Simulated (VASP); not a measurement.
# Si in VASP: relaxation of the atoms with LDA

Aim: the relaxation of the atoms of Si with LDA.

All numbers are computed with VASP 6.6.1; they aren't measurements. Logs are shortened: lines on timing, memory, paths and dates and some standing lists are left out, and cuts for length are marked.

## (1) The cell of the first run

The cell holds a slab with vacuum, 4 atoms: a = 3.820 Å, b = 3.820 Å, c = 18.051 Å, α = 90.00°, β = 90.00°, γ = 90.00°.

## (2) Relaxation of the atoms, LDA

Input file INCAR:

```
SYSTEM = Si
PREC = Accurate
ENCUT = 520
EDIFF = 1E-6
ISMEAR = 0
SIGMA = 0.05
LREAL = .False.
LASPH = .True.
NELM = 100
ALGO = Normal
ISIF = 2
LWAVE = .False.
LCHARG = .False.
LDIPOL = .True.
IDIPOL = 3
DIPOL = 0.5 0.5 0.500
GGA = CA
IBRION = 2
NSW = 70
EDIFFG = -0.03
```

Input file KPOINTS:

```
regular mesh
0
Gamma
  8 8 1
  0 0 0
```

Input file POSCAR:

```
Si
1.0
    3.8195065206      0.0000000000      0.0000000000
    0.0000000000      3.8195065206      0.0000000000
    0.0000000000      0.0000000000     18.0511984422
Si
4
Selective dynamics
Direct
    0.0000000000      0.5000000000      0.3877858870  F F F
    0.0000000000      0.0000000000      0.4625952957  F F F
    0.5000000000      0.0000000000      0.5374047043  T T T
    0.5000000000      0.5000000000      0.6122141130  T T T
```

Potentials or basis: VASP PAW LDA potentials, release 64 (Si).

Launch:

```sh
$ cat potpaw_LDA.64/Si/POTCAR > POTCAR
$ mpirun -np 1 vasp_std > vasp.out
```

OUTCAR:

```text
SYSTEM = Si
   PREC = Accurate
   ENCUT = 520
   EDIFF = 1E-6
   ISMEAR = 0
   LREAL = .False.
   LASPH = .True.
   NELM = 100
   ISIF = 2
   GGA = CA
   IBRION = 2
   NSW = 70
   EDIFFG = -0.03

 ion  position               nearest neighbor table
   1  0.000  0.500  0.388-   2 2.34   2 2.34
   2  0.000  0.000  0.463-   3 2.34   3 2.34   1 2.34   1 2.34
   3  0.500  0.000  0.537-   2 2.34   2 2.34   4 2.34   4 2.34
   4  0.500  0.500  0.612-   3 2.34   3 2.34

  LATTYP: Found a simple tetragonal cell.
 ALAT       =     3.8195065206
 C/A-ratio  =     4.7260551448

  Lattice vectors:

 A1 = (   3.8195065206,   0.0000000000,   0.0000000000)
 A2 = (   0.0000000000,   3.8195065206,   0.0000000000)
 A3 = (   0.0000000000,   0.0000000000,  18.0511984422)

Analysis of symmetry for initial positions (statically):
=====================================================================
 Subroutine PRICEL returns:
 Original cell was already a primitive cell.

 Routine SETGRP: Setting up the symmetry group for a
 simple tetragonal supercell.

 Subroutine GETGRP returns: Found  8 space group operations
 (whereof  4 operations were pure point group operations)
 out of a pool of 16 trial point group operations.

The static configuration has the point symmetry C_2v.
 The point group associated with its full space group is D_2h.

Analysis of symmetry for dynamics (positions and initial velocities):
=====================================================================
 Subroutine PRICEL returns:
 Original cell was already a primitive cell.

 Routine SETGRP: Setting up the symmetry group for a
 simple tetragonal supercell.

 Subroutine GETGRP returns: Found  8 space group operations
 (whereof  4 operations were pure point group operations)
 out of a pool of 16 trial point group operations.

The dynamic configuration has the point symmetry C_2v.
 The point group associated with its full space group is D_2h.

Analysis of constrained symmetry for selective dynamics:
=====================================================================
 Subroutine PRICEL returns:
 Original cell was already a primitive cell.

 Routine SETGRP: Setting up the symmetry group for a
 simple tetragonal supercell.

 Subroutine GETGRP returns: Found  4 space group operations
 (whereof  4 operations were pure point group operations)
 out of a pool of 16 trial point group operations.

The constrained configuration has the point symmetry C_2v.

 Subroutine INISYM returns: Found  4 space group operations
 (whereof  4 operations are pure point group operations),
 and found     1 'primitive' translations

----------------------------------------------------------------------------------------

                                     Primitive cell

  volume of cell :     263.3423

  direct lattice vectors                    reciprocal lattice vectors
     3.819506521  0.000000000  0.000000000     0.261813927  0.000000000  0.000000000
     0.000000000  3.819506521  0.000000000     0.000000000  0.261813927  0.000000000
     0.000000000  0.000000000 18.051198442     0.000000000  0.000000000  0.055397984

  length of vectors
     3.819506521  3.819506521 18.051198442     0.261813927  0.261813927  0.055397984

  position of ions in fractional coordinates (direct lattice)
     0.000000000  0.500000000  0.387785887
     0.000000000  0.000000000  0.462595296
     0.500000000  0.000000000  0.537404704
     0.500000000  0.500000000  0.612214113

  ion indices of the primitive-cell ions
   primitive index   ion index
                 1           1
                 2           2
                 3           3
                 4           4

----------------------------------------------------------------------------------------

 KPOINTS: regular mesh

Automatic generation of k-mesh.
 Grid dimensions read from file:
 generate k-points for:    8    8    1

 Generating k-lattice:

  Cartesian coordinates                     Fractional coordinates (reciprocal lattice)
     0.032726741  0.000000000  0.000000000     0.125000000  0.000000000  0.000000000
     0.000000000  0.032726741  0.000000000     0.000000000  0.125000000  0.000000000
     0.000000000  0.000000000  0.055397984     0.000000000  0.000000000  1.000000000

  Length of vectors
     0.032726741  0.032726741  0.055397984

  Shift w.r.t. Gamma in fractional coordinates (k-lattice)
     0.000000000  0.000000000  0.000000000

 Subroutine IBZKPT returns following result:
 ===========================================

 Found     25 irreducible k-points:

 Following reciprocal coordinates:
            Coordinates               Weight
  0.000000  0.000000  0.000000      1.000000
  0.125000  0.000000  0.000000      2.000000
  0.000000  0.125000  0.000000      2.000000
  0.250000  0.000000  0.000000      2.000000
  0.000000  0.250000  0.000000      2.000000
  0.375000  0.000000  0.000000      2.000000
[... 16 lines left out ...]
  0.500000  0.375000  0.000000      2.000000
 -0.375000  0.500000  0.000000      2.000000
   k-points           NKPTS =     25   k-points in BZ     NKDIM =     25   number of bands    NBANDS=     12
   number of dos      NEDOS =    301   number of ions     NIONS =      4
   total plane-waves  NPLWV = 109760
   dimension x,y,z NGX =    28 NGY =   28 NGZ =  140
   dimension x,y,z NGXF=    56 NGYF=   56 NGZF=  280
   ions per type =               4
   NGX,Y,Z   is equivalent  to a cutoff of  12.19, 12.19, 12.89 a.u.
   NGXF,Y,Z  is equivalent  to a cutoff of  24.37, 24.37, 25.79 a.u.
 SYSTEM =  Si
   PREC   = accura    normal or accurate (medium, high low for compatibility)
   ISTART =      0    job   : 0-new  1-cont  2-samecut
   ICHARG =      2    charge: 1-file 2-atom 10-const
   ISPIN  =      1    spin polarized calculation?
   LNONCOLLINEAR =      F non collinear calculations
   LSORBIT =      F    spin-orbit coupling
   LASPH  =      T    aspherical Exc in radial PAW
   ENCUT  =  520.0 eV  38.22 Ry    6.18 a.u.   7.10  7.10 33.56*2*pi/ulx,y,z
   NELM   =    100;   NELMIN=  2; NELMDL= -5     # of ELM steps
   EDIFF  = 0.1E-05   stopping-criterion for ELM
   LREAL  =      F    real-space projection
   EDIFFG = -.3E-01   stopping-criterion for IOM
   NSW    =     70    number of steps for IOM
   IBRION =      2    ionic relax: 0-MD 1-quasi-New 2-CG
   NFREE  =      1    steps in history (QN), initial steepest desc. (CG)
   ISIF   =      2    stress and relaxation
   ISYM   =      2    0-nonsym 1-usesym 2-fastsym
   POTIM  = 0.5000    time-step for ionic-motion
   TEBEG  =    0.0;   TEEND  =   0.0 temperature during run
   PSTRESS=    0.0 pullay stress
   NELECT =      16.0000    total number of electrons
   NUPDOWN=      -1.0000    fix difference up-down
   EMIN   =  10.00;   EMAX   =-10.00  energy-range for DOS
   EFERMI =   0.00;   METHOD = LEGACY
   ISMEAR =     0;   SIGMA  =   0.05  broadening in eV -4-tet -1-fermi 0-gaus
   EFERMI_NEDOS =   21; number of points for ismear=-14 and -15
   IALGO  =     38    algorithm
   IMIX   =      4    mixing-type and parameters
     AMIX     =   0.40;   BMIX     =  1.00
     AMIX_MAG =   1.60;   BMIX_MAG =  1.00
  volume/ion in A,a.u.               =      65.84       444.28
  Fermi-wavevector in a.u.,A,eV,Ry     =   0.643588  1.216205  5.635609  0.414206
  Thomas-Fermi vector in A             =   1.710637
   LORBIT       =      0    0 simple, 1 ext, 2 COOP (PROOUT), +10 PAW based schemes
   GGA     = CA    functional components
   LHFCALC =     F    Hartree Fock is set to
   AEXX    =    0.0000 exact exchange contribution
   IVDW    =     0    specifies the selected vdW correction
   LEPSILON=     F    determine dielectric tensor
   LRPA    =     F    only Hartree local field effects (RPA)
 conjugate gradient relaxation of ions
 non-spin polarized calculation
 Gauss-broadening in eV      SIGMA  =   0.05
  energy-cutoff  :      520.00
  volume of cell :      263.34
 maximum number of plane-waves:      7116
   NGX = 15   NGY = 15   NGZ = 67

--------------------------------------- Ionic step        1  -------------------------------------------

 number of electron      16.0000001 magnetization

 Free energy of the ion-electron system (eV)
  ---------------------------------------------------
  ext. energy  EPLUGINS =         0.00000000
  ---------------------------------------------------
  free energy    TOTEN  =       -19.81316313 eV

  energy without entropy =      -19.80924281  energy(sigma->0) =      -19.81120297

------------------------ aborting loop because EDIFF is reached ----------------------------------------

  FORCE on cell =-STRESS in cart. coord.  units (eV):
  Direction    XX          YY          ZZ          XY          YZ          ZX
  --------------------------------------------------------------------------------------
  -------------------------------------------------------------------------------------
  Total       -3.0182533     -1.9071460     -0.1025044      0.0000000      0.0000000      0.0000000
  in kB      -18.3630880    -11.6030984     -0.6236382      0.0000000      0.0000000      0.0000000
  external PRESSURE =     -10.1966082 kB  Pullay stress =       0.0000000 kB
[... 19 lines left out ...]
  FREE ENERGIE OF THE ION-ELECTRON SYSTEM (eV)
  ---------------------------------------------------
  free  energy   TOTEN  =       -19.8131631283 eV

  energy  without entropy=      -19.8092428149  energy(sigma->0) =      -19.81120297

 dipolmoment           0.000000      0.000000      0.000223 electrons x Angstroem

--------------------------------------- Ionic step        2  -------------------------------------------

 number of electron      16.0000001 magnetization

------------------------ aborting loop because EDIFF is reached ----------------------------------------

  FORCE on cell =-STRESS in cart. coord.  units (eV):
  Direction    XX          YY          ZZ          XY          YZ          ZX
  --------------------------------------------------------------------------------------
  -------------------------------------------------------------------------------------
  Total       -3.1920683     -1.7147617     -0.0083956      0.0000000      0.0000000      0.0000000
  in kB      -19.4205802    -10.4326301     -0.0510789      0.0000000      0.0000000      0.0000000
  external PRESSURE =      -9.9680964 kB  Pullay stress =       0.0000000 kB
[... 99 lines left out ...]
  energy  without entropy=      -19.8167918262  energy(sigma->0) =      -19.81860814

--------------------------------------- Ionic step        5  -------------------------------------------

 number of electron      16.0000001 magnetization

 dipolmoment           0.000000      0.000000     -0.000935 electrons x Angstroem

 Free energy of the ion-electron system (eV)
  ---------------------------------------------------
  ext. energy  EPLUGINS =         0.00000000
  ---------------------------------------------------
  free energy    TOTEN  =       -19.82121732 eV

  energy without entropy =      -19.81775022  energy(sigma->0) =      -19.81948377

 E-fermi :  -2.0620     XC(G=0):  -3.9936

 val. band max:       -2.1315010376   @ k =   0.0000   0.2500   0.0000
 cond. band min:      -2.0523656012   @ k =   0.0000   0.5000   0.0000
 fundamental gap:      0.0791354364
 Fermi energy:        -2.0620034091

 k-point     1 :       0.0000    0.0000    0.0000
  band No.  band energies     occupation
      1     -13.0269      2.00000
      2     -10.8075      2.00000
      3      -7.4745      2.00000
      4      -4.0284      2.00000
      5      -3.8278      2.00000
      6      -3.6555      2.00000
      7      -2.5951      2.00000
      8      -1.6976      0.00000
      9      -0.7196      0.00000
     10      -0.3541      0.00000
     11      -0.1323      0.00000
     12       0.9027      0.00000
[... 331 lines left out ...]
 k-point    24 :      -0.3750    0.5000    0.0000
  band No.  band energies     occupation
      1     -10.3710      2.00000
      2      -8.9967      2.00000
      3      -8.6525      2.00000
      4      -8.5744      2.00000
      5      -5.2718      2.00000
      6      -4.6221      2.00000
      7      -3.2941      2.00000
      8      -3.1768      2.00000
      9      -2.0417      0.56665
     10      -1.4914      0.00000
     11       0.2979      0.00000
     12       1.3035      0.00000

 [... further k-points ...]

------------------------ aborting loop because EDIFF is reached ----------------------------------------

 vacuum level on the upper side and lower side of the slab       (xc-potential included)        -0.137        -0.086

  FORCE on cell =-STRESS in cart. coord.  units (eV):
  Direction    XX          YY          ZZ          XY          YZ          ZX
  --------------------------------------------------------------------------------------
  -------------------------------------------------------------------------------------
  Total       -3.3565117     -1.6975194     -0.1639715      0.0000000      0.0000000      0.0000000
  in kB      -20.4210559    -10.3277278     -0.9976048      0.0000000      0.0000000      0.0000000
  external PRESSURE =     -10.5821295 kB  Pullay stress =       0.0000000 kB

 VOLUME and BASIS-vectors are now :
 -----------------------------------------------------------------------------
  energy-cutoff  :      520.00
  volume of cell :      263.34
      direct lattice vectors                 reciprocal lattice vectors
     3.819506521  0.000000000  0.000000000     0.261813927  0.000000000  0.000000000
     0.000000000  3.819506521  0.000000000     0.000000000  0.261813927  0.000000000
     0.000000000  0.000000000 18.051198442     0.000000000  0.000000000  0.055397984
[... 10 lines left out ...]
  FREE ENERGIE OF THE ION-ELECTRON SYSTEM (eV)
  ---------------------------------------------------
  free  energy   TOTEN  =       -19.8212173181 eV

  energy  without entropy=      -19.8177502151  energy(sigma->0) =      -19.81948377

 reached required accuracy - stopping structural energy minimisation

 vacuum level on the upper side and lower side of the slab         3.260         3.311
```

Wall time 1.7 min (1 thread of Intel Xeon 6975P-C (Granite Rapids), shared host); peak memory 0.27 GiB.

Results:

```yaml
Free_energy: -19.8212 eV
Energy_gained_by_relaxing: 2.0 meV/atom
Ionic_steps: 5
Band_gap_on_the_k_mesh: zero (bands 8 and 9 overlap by 0.74 eV)
```

Step by step:
| step | energy change (eV) | largest force on free atoms (eV/Å) | pressure (GPa) |
| --- | --- | --- | --- |
| 1 | 0.0000 | 0.4107 | -1.02 |
| 2 | -0.0062 | 0.1519 | -1.00 |
| 3 | -0.0069 | 0.0842 | -0.98 |
| 4 | -0.0073 | 0.0706 | -1.00 |
| 5 | -0.0081 | 0.0288 | -1.06 |

Final structure:
```
Si
1.0
     3.81951    0.00000    0.00000
     0.00000    3.81951    0.00000
     0.00000    0.00000   18.05120
Si
4
Direct
  0.00000 0.50000 0.38779
  0.00000 0.00000 0.46260
  0.50000 0.00000 0.53959
  0.50000 0.50000 0.61250
```

Levels at points of the mesh, in eV from the Fermi level:
```tsv
k point	band 4	band 5	band 6	band 7	band 8	band 9	band 10	band 11	band 12
(0.00, 0.00, 0.00)	-1.97	-1.77	-1.59	-0.53	0.36	1.34	1.71	1.93	2.96
(0.50, 0.00, 0.00)	-5.10	-1.45	-1.42	-0.95	-0.81	0.81	0.83	2.82	2.92
(0.00, 0.50, 0.00)	-5.92	-2.25	-1.89	-0.94	0.01	2.20	2.52	2.78	3.62
(0.50, 0.50, 0.00)	-6.57	-2.97	-2.96	-1.32	-1.28	0.14	0.14	2.65	2.69
```

The gap in the log of VASP goes by the Fermi energy; the results here count the filled bands.